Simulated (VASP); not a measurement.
# LiNbO3 (R3c) in VASP: further runs

The runs below take LiNbO3 through relaxation of shape and atoms at fixed volume, with PBE.

Everything below comes from runs of VASP 6.6.1. Logs are shortened: lines on timing, memory, paths and dates and some standing lists are left out, and cuts for length are marked.

## 1. The cell of the first run

The structure is trigonal, space group R3c (No. 161). The conventional cell has a = 5.137 Å, b = 5.137 Å, c = 13.873 Å, α = 90.00°, β = 90.00°, γ = 120.00°. Within 2.7 Å of Li (site symmetry 3) lie 6 O at 2.06 to 2.24 Å. Nb (site symmetry 3) has 6 O at 1.87 to 2.14 Å within 2.5 Å. O (site symmetry 1) has 2 Nb at 1.87 to 2.14 Å and 2 Li at 2.06 to 2.24 Å within 2.5 Å.

## 2. Relaxation of shape and atoms at fixed volume, PBE (10.57 Å³/atom)

File INCAR:

```
ALGO = Normal
EDIFF = 1E-6
EDIFFG = -0.01
ENCUT = 600
GGA = PE
IBRION = 2
ISIF = 4
ISMEAR = 0
LASPH = T
LCHARG = F
LREAL = F
LWAVE = F
NELM = 100
NSW = 50
PREC = Accurate
SIGMA = 0.02
```

File KPOINTS:

```
k-points
0
Gamma
  6 6 6
```

File POSCAR:

```
LiNbO3
1.0
    2.5685392815      1.4829468456      4.6242999637
   -2.5685392815      1.4829468456      4.6242999637
    0.0000000000     -2.9658936911      4.6242999637
Li Nb O
2 2 6
Direct
    0.2816011486      0.2816011486      0.2816011486
    0.7816011486      0.7816011486      0.7816011486
    0.0004547331      0.0004547331      0.0004547331
    0.5004547331      0.5004547331      0.5004547331
    0.1104440530      0.3581696854      0.7211453799
    0.7211453799      0.1104440530      0.3581696854
    0.3581696854      0.7211453799      0.1104440530
    0.2211453799      0.8581696854      0.6104440530
    0.8581696854      0.6104440530      0.2211453799
    0.6104440530      0.2211453799      0.8581696854
```

Potentials or basis: VASP PAW PBE potentials, release 64 (Li_sv, Nb_sv, O).

The run is started by

```sh
$ cat potpaw_PBE.64/Li_sv/POTCAR potpaw_PBE.64/Nb_sv/POTCAR potpaw_PBE.64/O/POTCAR > POTCAR
$ mpirun -np 1 vasp_std > vasp.out
```

OUTCAR:

```text
EDIFF = 1E-6
   EDIFFG = -0.01
   ENCUT = 600
   GGA = PE
   IBRION = 2
   ISIF = 4
   ISMEAR = 0
   LASPH = T
   LREAL = F
   NELM = 100
   NSW = 50
   PREC = Accurate

 ion  position               nearest neighbor table
   1  0.282  0.282  0.282-  10 2.06   8 2.06   9 2.06   5 2.24   7 2.24   6 2.24
   2  0.782  0.782  0.782-   6 2.06   7 2.06   5 2.06   9 2.24   8 2.24  10 2.24
   3  0.000  0.000  0.000-   6 1.87   5 1.87   7 1.87   8 2.14   9 2.14  10 2.14
   4  0.500  0.500  0.500-  10 1.87   9 1.87   8 1.87   7 2.14   5 2.14   6 2.14
   5  0.110  0.358  0.721-   3 1.87   2 2.06   4 2.14   1 2.24
   6  0.721  0.110  0.358-   3 1.87   2 2.06   4 2.14   1 2.24
   7  0.358  0.721  0.110-   3 1.87   2 2.06   4 2.14   1 2.24
   8  0.221  0.858  0.610-   4 1.87   1 2.06   3 2.14   2 2.24
   9  0.858  0.610  0.221-   4 1.87   1 2.06   3 2.14   2 2.24
  10  0.610  0.221  0.858-   4 1.87   1 2.06   3 2.14   2 2.24

  LATTYP: Found a trigonal (rhomboedric) cell.
 ALAT       =     5.4936941617
 COS(alpha) =     0.5628067350

  Lattice vectors:

 A1 = (   2.5685392815,   1.4829468456,   4.6242999637)
 A2 = (  -2.5685392815,   1.4829468456,   4.6242999637)
 A3 = (   0.0000000000,  -2.9658936911,   4.6242999637)

Analysis of symmetry for initial positions (statically):
=====================================================================
 Subroutine PRICEL returns:
 Original cell was already a primitive cell.

 Routine SETGRP: Setting up the symmetry group for a
 trigonal (rhombohedral) supercell.

 Subroutine GETGRP returns: Found  6 space group operations
 (whereof  3 operations were pure point group operations)
 out of a pool of 12 trial point group operations.

The static configuration has the point symmetry C_3 .
 The point group associated with its full space group is C_3v.

Analysis of symmetry for dynamics (positions and initial velocities):
=====================================================================
 Subroutine PRICEL returns:
 Original cell was already a primitive cell.

 Routine SETGRP: Setting up the symmetry group for a
 trigonal (rhombohedral) supercell.

 Subroutine GETGRP returns: Found  6 space group operations
 (whereof  3 operations were pure point group operations)
 out of a pool of 12 trial point group operations.

The dynamic configuration has the point symmetry C_3 .
 The point group associated with its full space group is C_3v.

 Subroutine INISYM returns: Found  6 space group operations
 (whereof  3 operations are pure point group operations),
 and found     1 'primitive' translations

----------------------------------------------------------------------------------------

                                     Primitive cell

  volume of cell :     105.6840

  direct lattice vectors                    reciprocal lattice vectors
     2.568539282  1.482946846  4.624299964     0.194663170  0.112388834  0.072082982
    -2.568539282  1.482946846  4.624299964    -0.194663170  0.112388834  0.072082982
     0.000000000 -2.965893691  4.624299964     0.000000000 -0.224777668  0.072082982

  length of vectors
     5.493694162  5.493694162  5.493694162     0.236052868  0.236052868  0.236052868

  position of ions in fractional coordinates (direct lattice)
     0.281601149  0.281601149  0.281601149
     0.781601149  0.781601149  0.781601149
     0.000454733  0.000454733  0.000454733
     0.500454733  0.500454733  0.500454733
     0.110444053  0.358169685  0.721145380
     0.721145380  0.110444053  0.358169685
     0.358169685  0.721145380  0.110444053
     0.221145380  0.858169685  0.610444053
     0.858169685  0.610444053  0.221145380
     0.610444053  0.221145380  0.858169685

  ion indices of the primitive-cell ions
   primitive index   ion index
                 1           1
                 2           2
                 3           3
                 4           4
                 5           5
                 6           6
                 7           7
                 8           8
                 9           9
                10          10

----------------------------------------------------------------------------------------

 KPOINTS: k-points

Automatic generation of k-mesh.
 Grid dimensions read from file:
 generate k-points for:    6    6    6

 Generating k-lattice:

  Cartesian coordinates                     Fractional coordinates (reciprocal lattice)
     0.032443862  0.018731472  0.012013830     0.166666667  0.000000000  0.000000000
    -0.032443862  0.018731472  0.012013830     0.000000000  0.166666667  0.000000000
     0.000000000 -0.037462945  0.012013830    -0.000000000 -0.000000000  0.166666667

  Length of vectors
     0.039342145  0.039342145  0.039342145

  Shift w.r.t. Gamma in fractional coordinates (k-lattice)
     0.000000000  0.000000000  0.000000000

 Subroutine IBZKPT returns following result:
 ===========================================

 Found     32 irreducible k-points:

 Following reciprocal coordinates:
            Coordinates               Weight
  0.000000  0.000000  0.000000      1.000000
  0.166667  0.000000  0.000000      6.000000
  0.333333  0.000000  0.000000      6.000000
  0.500000  0.000000  0.000000      3.000000
  0.166667  0.166667  0.000000      6.000000
  0.333333  0.166667  0.000000     12.000000
[... 16 lines left out ...]
  0.500000  0.500000  0.166667      6.000000
 -0.333333  0.500000  0.166667     12.000000
 [... further k-points ...]
   k-points           NKPTS =     32   k-points in BZ     NKDIM =     32   number of bands    NBANDS=     40
   number of dos      NEDOS =    301   number of ions     NIONS =     10
   total plane-waves  NPLWV = 110592
   dimension x,y,z NGX =    48 NGY =   48 NGZ =   48
   dimension x,y,z NGXF=    96 NGYF=   96 NGZF=   96
   ions per type =               2   2   6
   NGX,Y,Z   is equivalent  to a cutoff of  14.53, 14.53, 14.53 a.u.
   NGXF,Y,Z  is equivalent  to a cutoff of  29.05, 29.05, 29.05 a.u.
 SYSTEM =  unknown system
   PREC   = accura    normal or accurate (medium, high low for compatibility)
   ISTART =      0    job   : 0-new  1-cont  2-samecut
   ICHARG =      2    charge: 1-file 2-atom 10-const
   ISPIN  =      1    spin polarized calculation?
   LNONCOLLINEAR =      F non collinear calculations
   LSORBIT =      F    spin-orbit coupling
   LASPH  =      T    aspherical Exc in radial PAW
   ENCUT  =  600.0 eV  44.10 Ry    6.64 a.u.  10.97 10.97 10.97*2*pi/ulx,y,z
   NELM   =    100;   NELMIN=  2; NELMDL= -5     # of ELM steps
   EDIFF  = 0.1E-05   stopping-criterion for ELM
   LREAL  =      F    real-space projection
   EDIFFG = -.1E-01   stopping-criterion for IOM
   NSW    =     50    number of steps for IOM
   IBRION =      2    ionic relax: 0-MD 1-quasi-New 2-CG
   NFREE  =      1    steps in history (QN), initial steepest desc. (CG)
   ISIF   =      4    stress and relaxation
   ISYM   =      2    0-nonsym 1-usesym 2-fastsym
   POTIM  = 0.5000    time-step for ionic-motion
   TEBEG  =    0.0;   TEEND  =   0.0 temperature during run
   PSTRESS=    0.0 pullay stress
   NELECT =      68.0000    total number of electrons
   NUPDOWN=      -1.0000    fix difference up-down
   EMIN   =  10.00;   EMAX   =-10.00  energy-range for DOS
   EFERMI =   0.00;   METHOD = LEGACY
   ISMEAR =     0;   SIGMA  =   0.02  broadening in eV -4-tet -1-fermi 0-gaus
   EFERMI_NEDOS =   21; number of points for ismear=-14 and -15
   IALGO  =     38    algorithm
   IMIX   =      4    mixing-type and parameters
     AMIX     =   0.40;   BMIX     =  1.00
     AMIX_MAG =   1.60;   BMIX_MAG =  1.00
  volume/ion in A,a.u.               =      10.57        71.32
  Fermi-wavevector in a.u.,A,eV,Ry     =   1.413323  2.670793 27.177395  1.997482
  Thomas-Fermi vector in A             =   2.534980
   LORBIT       =      0    0 simple, 1 ext, 2 COOP (PROOUT), +10 PAW based schemes
   GGA     = PE    functional components
   LHFCALC =     F    Hartree Fock is set to
   AEXX    =    0.0000 exact exchange contribution
   IVDW    =     0    specifies the selected vdW correction
   LEPSILON=     F    determine dielectric tensor
   LRPA    =     F    only Hartree local field effects (RPA)
 conjugate gradient relaxation of ions
 non-spin polarized calculation
 Gauss-broadening in eV      SIGMA  =   0.02
  energy-cutoff  :      600.00
  volume of cell :      105.68
 maximum number of plane-waves:      3553
 NGX is ok and might be reduce to    48
   NGX = 21   NGY = 21   NGZ = 21

--------------------------------------- Ionic step        1  -------------------------------------------

 number of electron      67.9999999 magnetization

 Free energy of the ion-electron system (eV)
  ---------------------------------------------------
  ext. energy  EPLUGINS =         0.00000000
  ---------------------------------------------------
  free energy    TOTEN  =       -79.99470252 eV

  energy without entropy =      -79.99470252  energy(sigma->0) =      -79.99470252

------------------------ aborting loop because EDIFF is reached ----------------------------------------

  FORCE on cell =-STRESS in cart. coord.  units (eV):
  Direction    XX          YY          ZZ          XY          YZ          ZX
  --------------------------------------------------------------------------------------
  -------------------------------------------------------------------------------------
  Total        4.0922875      4.0922875      3.4339127      0.0000000      0.0000000      0.0000000
  in kB       62.0394125     62.0394125     52.0583964      0.0000000      0.0000000      0.0000000
  external PRESSURE =      58.7124071 kB  Pullay stress =       0.0000000 kB
[... 205 lines left out ...]
  energy  without entropy=      -80.0231497132  energy(sigma->0) =      -80.02314971

--------------------------------------- Ionic step        6  -------------------------------------------

 number of electron      68.0000006 magnetization

 Free energy of the ion-electron system (eV)
  ---------------------------------------------------
  ext. energy  EPLUGINS =         0.00000000
  ---------------------------------------------------
  free energy    TOTEN  =       -80.02336869 eV

  energy without entropy =      -80.02336869  energy(sigma->0) =      -80.02336869

 E-fermi :   3.7150     XC(G=0): -10.8374

 val. band max:        3.5902492622   @ k =   0.1667   0.1667   0.1667
 cond. band min:       7.1567890243   @ k =   0.5000   0.3333   0.0000
 fundamental gap:      3.5665397621
 Fermi energy:         3.7150032162

 k-point     1 :       0.0000    0.0000    0.0000
  band No.  band energies     occupation
      1     -50.6072      2.00000
      2     -50.5918      2.00000
      3     -38.9074      2.00000
      4     -38.9045      2.00000
      5     -26.8999      2.00000
      6     -26.8999      2.00000
[... 1021 lines left out ...]
     39       8.7264      0.00000
     40       8.8884      0.00000

 [... further k-points ...]
[... 5 lines left out ...]
  --------------------------------------------------------------------------------------
  -------------------------------------------------------------------------------------
  Total        1.9439446      1.9439446      2.0096793      0.0000000      0.0000000      0.0000000
  in kB       29.4703587     29.4703587     30.4669026      0.0000000      0.0000000      0.0000000
  external PRESSURE =      29.8025400 kB  Pullay stress =       0.0000000 kB
[... 25 lines left out ...]
  FREE ENERGIE OF THE ION-ELECTRON SYSTEM (eV)
  ---------------------------------------------------
  free  energy   TOTEN  =       -80.0233686927 eV

  energy  without entropy=      -80.0233686927  energy(sigma->0) =      -80.02336869

 reached required accuracy - stopping structural energy minimisation
```

It took 9.7 min on 1 thread of Intel Xeon 6975P-C (Granite Rapids), shared host; peak memory 0.41 GiB.

What came out:

- Free energy: -80.0234 eV
- Energy gained by relaxing: 2.9 meV/atom
- Ionic steps: 6
- Pressure after relaxing: 3.0 GPa
- Largest force after relaxing: 0.010 eV/Å
- Band gap on the k mesh: 3.57 eV (least direct gap 3.60 eV)

Forces in eV/Å, atoms in the order of the input:
```
Li   0.000  0.000  0.006
Li   0.000  0.000  0.006
Nb   0.000  0.000 -0.010
Nb   0.000  0.000 -0.010
O   -0.003  0.007  0.001
O   -0.004 -0.006  0.001
O    0.007 -0.001  0.001
O   -0.007 -0.001  0.001
O    0.003  0.007  0.001
O    0.004 -0.006  0.001
```

Step by step:
```tsv
step	energy change (eV)	largest force (eV/Å)	pressure (GPa)	volume (Å³)
1	0.0000	0.4150	5.87	105.68
2	-0.0210	0.1647	2.93	105.68
3	-0.0232	0.1005	3.59	105.68
4	-0.0259	0.0696	3.39	105.68
5	-0.0284	0.0045	2.92	105.68
6	-0.0287	0.0098	2.98	105.68
```

Final structure:
```yaml
crystal:
  lattice:
    - [2.56766, 1.48244, 4.62748]
    - [-2.56766, 1.48244, 4.62748]
    - [0.00000, -2.96488, 4.62748]
  atoms:
    - { symbol: Li, position: [0.28164, 0.28164, 0.28164] }
    - { symbol: Li, position: [0.78164, 0.78164, 0.78164] }
    - { symbol: Nb, position: [0.99997, 0.99997, 0.99997] }
    - { symbol: Nb, position: [0.49997, 0.49997, 0.49997] }
    - { symbol: O, position: [0.10648, 0.36398, 0.71974] }
    - { symbol: O, position: [0.71974, 0.10648, 0.36398] }
    - { symbol: O, position: [0.36398, 0.71974, 0.10648] }
    - { symbol: O, position: [0.21974, 0.86398, 0.60648] }
    - { symbol: O, position: [0.86398, 0.60648, 0.21974] }
    - { symbol: O, position: [0.60648, 0.21974, 0.86398] }
```

Levels at points of the mesh, in eV from the valence-band top:
```csv
k point,band 32,band 33,band 34,band 35,band 36,band 37
"(0.00, 0.00, 0.00)",-0.54,-0.01,-0.01,3.59,3.59,4.03
"(0.50, 0.00, 0.00)",-0.29,-0.19,-0.19,3.86,3.86,4.69
"(0.50, 0.50, 0.00)",-0.66,-0.47,-0.22,3.66,4.08,4.57
"(0.50, 0.50, 0.50)",-0.30,-0.30,-0.30,4.61,4.61,4.82
```

Caveat: the cutoff is under 1.25 times the usual one of these potentials, so pressure, stress and relaxed cells hold a basis-set (Pulay) error.

(Continued in part 2 of 2.)
